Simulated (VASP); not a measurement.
# Cu (P6_3/mmc) in VASP: notebook

The runs below take Cu through single point, relaxation of cell and atoms, with LDA.

Everything below comes from runs of VASP 6.6.1. Logs are shortened: lines on timing, memory, paths and dates and some standing lists are left out, and cuts for length are marked.

## Step 1: The cell of the first run

Symmetry: P6_3/mmc, No. 194, hexagonal system. Conventional cell: a = 2.488 Å, b = 2.488 Å, c = 8.131 Å, α = 90.00°, β = 90.00°, γ = 120.00°. Cu (site symmetry -3m) has 12 Cu at 2.49 Å within 3.3 Å. Within 3.3 Å of Cu (site symmetry -6m2) lie 12 Cu at 2.49 Å.

This isn't the form of Cu at room conditions, which is fcc.

## Step 2: Single point, LDA

INCAR reads:

```
SYSTEM = Cu
ALGO = Fast
EDIFF = 1E-7
ENCUT = 520
ISIF = 2
ISMEAR = 0
LASPH = .TRUE.
LCHARG = .FALSE.
LREAL = .FALSE.
LWAVE = .FALSE.
NBANDS = 30
NELM = 60
PREC = Accurate
SIGMA = 0.1
```

KPOINTS reads:

```
k-points
0
G
  18 18 6
  0 0 0
```

POSCAR reads:

```
Cu
1.0
    2.4875335592      0.0000000000      0.0000000000
   -1.2437667796      2.1542672550      0.0000000000
    0.0000000000      0.0000000000      8.1308526508
Cu
4
Direct
    0.0000000000      0.0000000000      0.0000000000
    0.3333333333      0.6666666667      0.2500000000
    0.0000000000      0.0000000000      0.5000000000
    0.6666666667      0.3333333333      0.7500000000
```

Potentials or basis: VASP PAW LDA potentials, release 64 (Cu).

On the command line:

```sh
$ cat potpaw_LDA.64/Cu/POTCAR > POTCAR
$ mpirun -np 1 vasp_std > vasp.out
```

OUTCAR:

```text
SYSTEM = Cu
   EDIFF = 1E-7
   ENCUT = 520
   ISIF = 2
   ISMEAR = 0
   LASPH = .TRUE.
   LREAL = .FALSE.
   NELM = 60
   PREC = Accurate

 ion  position               nearest neighbor table
   1  0.000  0.000  0.000-   2 2.49   4 2.49   2 2.49   4 2.49   4 2.49   2 2.49
   2  0.333  0.667  0.250-   1 2.49   3 2.49   1 2.49   3 2.49   1 2.49   3 2.49
   3  0.000  0.000  0.500-   2 2.49   4 2.49   2 2.49   4 2.49   4 2.49   2 2.49
   4  0.667  0.333  0.750-   1 2.49   3 2.49   1 2.49   3 2.49   1 2.49   3 2.49

  LATTYP: Found a hexagonal cell.
 ALAT       =     2.4875335592
 C/A-ratio  =     3.2686403851

  Lattice vectors:

 A1 = (   2.4875335592,   0.0000000000,   0.0000000000)
 A2 = (  -1.2437667796,   2.1542672550,   0.0000000000)
 A3 = (   0.0000000000,   0.0000000000,   8.1308526508)

Analysis of symmetry for initial positions (statically):
=====================================================================
 Subroutine PRICEL returns:
 Original cell was already a primitive cell.

 Routine SETGRP: Setting up the symmetry group for a
 hexagonal supercell.

 Subroutine GETGRP returns: Found 24 space group operations
 (whereof 12 operations were pure point group operations)
 out of a pool of 24 trial point group operations.

The static configuration has the point symmetry D_3d.
 The point group associated with its full space group is D_6h.

Analysis of symmetry for dynamics (positions and initial velocities):
=====================================================================
 Subroutine PRICEL returns:
 Original cell was already a primitive cell.

 Routine SETGRP: Setting up the symmetry group for a
 hexagonal supercell.

 Subroutine GETGRP returns: Found 24 space group operations
 (whereof 12 operations were pure point group operations)
 out of a pool of 24 trial point group operations.

The dynamic configuration has the point symmetry D_3d.
 The point group associated with its full space group is D_6h.

 Subroutine INISYM returns: Found 24 space group operations
 (whereof 12 operations are pure point group operations),
 and found     1 'primitive' translations

----------------------------------------------------------------------------------------

                                     Primitive cell

  volume of cell :      43.5717

  direct lattice vectors                    reciprocal lattice vectors
     2.487533559  0.000000000  0.000000000     0.402004627  0.232097479  0.000000000
    -1.243766780  2.154267255  0.000000000     0.000000000  0.464194959  0.000000000
     0.000000000  0.000000000  8.130852651     0.000000000  0.000000000  0.122988331

  length of vectors
     2.487533559  2.487533559  8.130852651     0.464194959  0.464194959  0.122988331

  position of ions in fractional coordinates (direct lattice)
     0.000000000  0.000000000  0.000000000
     0.333333333  0.666666667  0.250000000
     0.000000000  0.000000000  0.500000000
     0.666666667  0.333333333  0.750000000

  ion indices of the primitive-cell ions
   primitive index   ion index
                 1           1
                 2           2
                 3           3
                 4           4

----------------------------------------------------------------------------------------

 KPOINTS: k-points

Automatic generation of k-mesh.
 Grid dimensions read from file:
 generate k-points for:   18   18    6

 Generating k-lattice:

  Cartesian coordinates                     Fractional coordinates (reciprocal lattice)
     0.022333590  0.012894304  0.000000000     0.055555556  0.000000000  0.000000000
     0.000000000  0.025788609  0.000000000     0.000000000  0.055555556  0.000000000
     0.000000000  0.000000000  0.020498055     0.000000000  0.000000000  0.166666667

  Length of vectors
     0.025788609  0.025788609  0.020498055

  Shift w.r.t. Gamma in fractional coordinates (k-lattice)
     0.000000000  0.000000000  0.000000000

 Subroutine IBZKPT returns following result:
 ===========================================

 Found    148 irreducible k-points:

 Following reciprocal coordinates:
            Coordinates               Weight
  0.000000  0.000000  0.000000      1.000000
  0.055556 -0.000000  0.000000      6.000000
  0.111111 -0.000000  0.000000      6.000000
  0.166667  0.000000  0.000000      6.000000
  0.222222  0.000000  0.000000      6.000000
  0.277778  0.000000  0.000000      6.000000
[... 16 lines left out ...]
  0.333333  0.111111  0.000000     12.000000
  0.388889  0.111111  0.000000     12.000000
 [... further k-points ...]
   k-points           NKPTS =    148   k-points in BZ     NKDIM =    148   number of bands    NBANDS=     30
   number of dos      NEDOS =    301   number of ions     NIONS =      4
   total plane-waves  NPLWV =  24000
   dimension x,y,z NGX =    20 NGY =   20 NGZ =   60
   dimension x,y,z NGXF=    40 NGYF=   40 NGZF=  120
   ions per type =               4
   NGX,Y,Z   is equivalent  to a cutoff of  13.37, 13.37, 12.27 a.u.
   NGXF,Y,Z  is equivalent  to a cutoff of  26.73, 26.73, 24.54 a.u.
 SYSTEM =  Cu
   PREC   = accura    normal or accurate (medium, high low for compatibility)
   ISTART =      0    job   : 0-new  1-cont  2-samecut
   ICHARG =      2    charge: 1-file 2-atom 10-const
   ISPIN  =      1    spin polarized calculation?
   LNONCOLLINEAR =      F non collinear calculations
   LSORBIT =      F    spin-orbit coupling
   LASPH  =      T    aspherical Exc in radial PAW
   ENCUT  =  520.0 eV  38.22 Ry    6.18 a.u.   4.63  4.63 15.12*2*pi/ulx,y,z
   NELM   =     60;   NELMIN=  2; NELMDL= -5     # of ELM steps
   EDIFF  = 0.1E-06   stopping-criterion for ELM
   LREAL  =      F    real-space projection
   EDIFFG = 0.1E-05   stopping-criterion for IOM
   NSW    =      0    number of steps for IOM
   IBRION =     -1    ionic relax: 0-MD 1-quasi-New 2-CG
   NFREE  =      0    steps in history (QN), initial steepest desc. (CG)
   ISIF   =      2    stress and relaxation
   ISYM   =      2    0-nonsym 1-usesym 2-fastsym
   POTIM  = 0.5000    time-step for ionic-motion
   TEBEG  =    0.0;   TEEND  =   0.0 temperature during run
   PSTRESS=    0.0 pullay stress
   NELECT =      44.0000    total number of electrons
   NUPDOWN=      -1.0000    fix difference up-down
   EMIN   =  10.00;   EMAX   =-10.00  energy-range for DOS
   EFERMI =   0.00;   METHOD = LEGACY
   ISMEAR =     0;   SIGMA  =   0.10  broadening in eV -4-tet -1-fermi 0-gaus
   EFERMI_NEDOS =   21; number of points for ismear=-14 and -15
   IALGO  =     68    algorithm
   IMIX   =      4    mixing-type and parameters
     AMIX     =   0.40;   BMIX     =  1.00
     AMIX_MAG =   1.60;   BMIX_MAG =  1.00
  volume/ion in A,a.u.               =      10.89        73.51
  Fermi-wavevector in a.u.,A,eV,Ry     =   1.642445  3.103771 36.703427  2.697626
  Thomas-Fermi vector in A             =   2.732746
   LORBIT       =      0    0 simple, 1 ext, 2 COOP (PROOUT), +10 PAW based schemes
   GGA     = CA    functional components
   LHFCALC =     F    Hartree Fock is set to
   AEXX    =    0.0000 exact exchange contribution
   IVDW    =     0    specifies the selected vdW correction
   LEPSILON=     F    determine dielectric tensor
   LRPA    =     F    only Hartree local field effects (RPA)
 non-spin polarized calculation
 RMM-DIIS sequential band-by-band and
 Gauss-broadening in eV      SIGMA  =   0.10
  energy-cutoff  :      520.00
  volume of cell :       43.57
 maximum number of plane-waves:      1194
 NGX is ok and might be reduce to    20
   NGX =  9   NGY =  9   NGZ = 31

 number of electron      43.9999988 magnetization

 Free energy of the ion-electron system (eV)
  ---------------------------------------------------
  ext. energy  EPLUGINS =         0.00000000
  ---------------------------------------------------
  free energy    TOTEN  =       -18.81198218 eV

  energy without entropy =      -18.80501144  energy(sigma->0) =      -18.80849681

 E-fermi :   8.3497     XC(G=0): -13.5818

 val. band max:        8.3392914371   @ k =   0.2222   0.1111   0.3333
 cond. band min:       8.3639951953   @ k =   0.0556   0.0556   0.0000
 fundamental gap:      0.0247037582
 Fermi energy:         8.3496937648

 k-point     1 :       0.0000    0.0000    0.0000
  band No.  band energies     occupation
      1      -1.5845      2.00000
      2       0.6409      2.00000
      3       0.6493      2.00000
      4       2.7969      2.00000
      5       4.7782      2.00000
      6       4.7827      2.00000
[... 22 lines left out ...]
     29      31.0280      0.00000
     30      31.4151      0.00000

 k-point     2 :       0.0556   -0.0000    0.0000
  band No.  band energies     occupation
      1      -1.4784      2.00000
      2       0.7353      2.00000
      3       0.7437      2.00000
      4       2.8616      2.00000
      5       4.7208      2.00000
      6       4.7551      2.00000
[... 22 lines left out ...]
     29      30.0975      0.00000
     30      30.2273      0.00000

 k-point     3 :       0.1111   -0.0000    0.0000
  band No.  band energies     occupation
      1      -1.1634      2.00000
      2       1.0111      2.00000
      3       1.0191      2.00000
      4       3.0441      2.00000
      5       4.5923      2.00000
      6       4.6839      2.00000
[... 22 lines left out ...]
     29      28.0218      0.00000
     30      28.0340      0.00000

 k-point     4 :       0.1667    0.0000    0.0000
  band No.  band energies     occupation
      1      -0.6505      2.00000
      2       1.4414      2.00000
      3       1.4490      2.00000
      4       3.3053      2.00000
      5       4.4508      2.00000
      6       4.5834      2.00000
[... 22 lines left out ...]
     29      25.4141      0.00000
     30      25.4709      0.00000

 k-point     5 :       0.2222    0.0000    0.0000
  band No.  band energies     occupation
      1       0.0377      2.00000
      2       1.9660      2.00000
      3       1.9728      2.00000
      4       3.5622      2.00000
      5       4.3396      2.00000
      6       4.4147      2.00000
[... 22 lines left out ...]
     29      22.8948      0.00000
     30      23.3426      0.00000
[... 526 lines left out ...]
     29      21.3758      0.00000
     30      23.3726      0.00000

 k-point    22 :       0.2778    0.1111    0.0000
  band No.  band energies     occupation
      1       1.9730      2.00000
      2       2.9809      2.00000
      3       3.0045      2.00000
      4       3.7714      2.00000
      5       4.0308      2.00000
      6       4.2357      2.00000
[... 22 lines left out ...]
     29      20.5578      0.00000
     30      22.9897      0.00000

 k-point    23 :       0.3333    0.1111    0.0000
  band No.  band energies     occupation
      1       2.6694      2.00000
      2       3.0998      2.00000
      3       3.2070      2.00000
      4       3.6790      2.00000
      5       4.0063      2.00000
      6       4.1057      2.00000
[... 22 lines left out ...]
     29      19.9343      0.00000
     30      22.0900      0.00000

 k-point    24 :       0.3889    0.1111    0.0000
  band No.  band energies     occupation
      1       2.9723      2.00000
      2       3.1165      2.00000
      3       3.4037      2.00000
      4       3.6521      2.00000
      5       3.9951      2.00000
      6       4.0258      2.00000
[... 22 lines left out ...]
     29      19.4919      0.00000
     30      20.3252      0.00000

 [... further k-points ...]

------------------------ aborting loop because EDIFF is reached ----------------------------------------

  FORCE on cell =-STRESS in cart. coord.  units (eV):
  Direction    XX          YY          ZZ          XY          YZ          ZX
  --------------------------------------------------------------------------------------
  -------------------------------------------------------------------------------------
  Total        0.2544720      0.2544720      0.2405688     -0.0000000      0.0000000      0.0000000
  in kB        9.3572011      9.3572011      8.8459666     -0.0000000      0.0000000      0.0000000
  external PRESSURE =       9.1867896 kB  Pullay stress =       0.0000000 kB

 VOLUME and BASIS-vectors are now :
 -----------------------------------------------------------------------------
  energy-cutoff  :      520.00
  volume of cell :       43.57
      direct lattice vectors                 reciprocal lattice vectors
     2.487533559  0.000000000  0.000000000     0.402004627  0.232097479  0.000000000
    -1.243766780  2.154267255  0.000000000     0.000000000  0.464194959  0.000000000
     0.000000000  0.000000000  8.130852651     0.000000000  0.000000000  0.122988331

 POSITION                                       TOTAL-FORCE (eV/Angst)
 -----------------------------------------------------------------------------------
      0.00000      0.00000      0.00000         0.000000      0.000000      0.000000
     -0.00000      1.43618      2.03271        -0.000000      0.000000     -0.000000
      0.00000      0.00000      4.06543         0.000000      0.000000      0.000000
      1.24377      0.71809      6.09814         0.000000      0.000000      0.000000
 -----------------------------------------------------------------------------------
    total drift:                                0.000000     -0.000000      0.000000

  FREE ENERGIE OF THE ION-ELECTRON SYSTEM (eV)
  ---------------------------------------------------
  free  energy   TOTEN  =       -18.8119821780 eV

  energy  without entropy=      -18.8050114444  energy(sigma->0) =      -18.80849681
```

It took 1.9 min on 1 thread of Intel Xeon 6975P-C (Granite Rapids), shared host; peak memory 0.25 GiB.

Results:

* Free energy: -18.8120 eV
* Pressure: 0.9 GPa
* Band gap on the k mesh: zero (bands 22 and 23 overlap by 5.45 eV)

## Step 3: Relaxation of cell and atoms, LDA

This run uses another cell than the first one, of 11.97 Å³/atom.

INCAR reads:

```
PREC = Accurate ; ENCUT = 600
EDIFF = 1E-6 ; ISMEAR = 0
SIGMA = 0.1 ; LREAL = F
LASPH = T ; NELM = 60
ALGO = Fast ; ISIF = 3
LWAVE = F ; LCHARG = F
GGA = CA ; IBRION = 2
NSW = 70 ; EDIFFG = -0.005
```

KPOINTS reads:

```
regular mesh
0
Gamma
  18 18 6
```

POSCAR reads:

```
Cu
1.0
    2.5670412900      0.0000000000      0.0000000000
   -1.2835206450      2.2231229697      0.0000000000
    0.0000000000      0.0000000000      8.3865575143
Cu
4
Direct
    0.0000000000      0.0000000000      0.0000000000
    0.3333333333      0.6666666667      0.2500000000
    0.0000000000      0.0000000000      0.5000000000
    0.6666666667      0.3333333333      0.7500000000
```

Potentials or basis: VASP PAW LDA potentials, release 64 (Cu).

On the command line:

```sh
$ cat potpaw_LDA.64/Cu/POTCAR > POTCAR
$ mpirun -np 1 vasp_std > vasp.out
```

Wall time 7.1 min (1 thread of Intel Xeon 6975P-C (Granite Rapids), shared host); peak memory 0.3 GiB.

Results (log left out):

```yaml
Free_energy: -18.8147 eV
Relaxed_volume: 10.94 Å³/atom
Relaxed_cell: a = 2.491 Å, b = 2.491 Å, c = 8.140 Å, α = 90.00°, β = 90.00°, γ = 120.00°
Space_group_after_relaxing_to_0.1_Å: P6_3/mmc (No. 194)
Energy_gained_by_relaxing: 45.7 meV/atom
Ionic_steps: 8
Pressure_after_relaxing: 0.0 GPa
Band_gap_on_the_k_mesh: zero (bands 22 and 23 overlap by 5.44 eV)
```

The path:
```tsv
step	energy change (eV)	largest force (eV/Å)	pressure (GPa)	volume (Å³)
1	0.0000	0.0000	-13.34	47.86
2	-0.0915	0.0000	12.17	41.29
3	-0.1826	0.0000	-0.32	43.83
4	-0.1826	0.0000	0.04	43.75
5	-0.1826	0.0000	-0.09	43.76
6	-0.1826	0.0000	0.16	43.75
7	-0.1826	0.0000	-0.07	43.76
8	-0.1826	0.0000	0.03	43.76
```

Final structure:
```xyz
4
Lattice="2.4914 0.0000 0.0000 -1.2457 2.1576 0.0000 0.0000 0.0000 8.1401" Properties=species:S:1:pos:R:3 pbc="T T T"
Cu    2.4914    0.0000    0.0000
Cu    0.0000    1.4384    2.0350
Cu    2.4914    0.0000    4.0701
Cu    1.2457    0.7192    6.1051
```

Levels at points of the mesh, in eV from the Fermi level:
```tsv
k point	band 20	band 21	band 22	band 23	band 24	band 25
(0.00, 0.00, 0.00)	-2.05	-2.05	-1.73	-1.73	-1.16	4.17
(0.50, 0.00, 0.00)	-1.56	-0.71	0.36	1.07	1.66	5.01
(0.00, 0.00, 0.50)	-2.37	-1.87	-1.87	-1.87	-1.87	7.37
(0.50, 0.00, 0.50)	-1.59	0.06	0.06	1.44	1.44	5.49
```
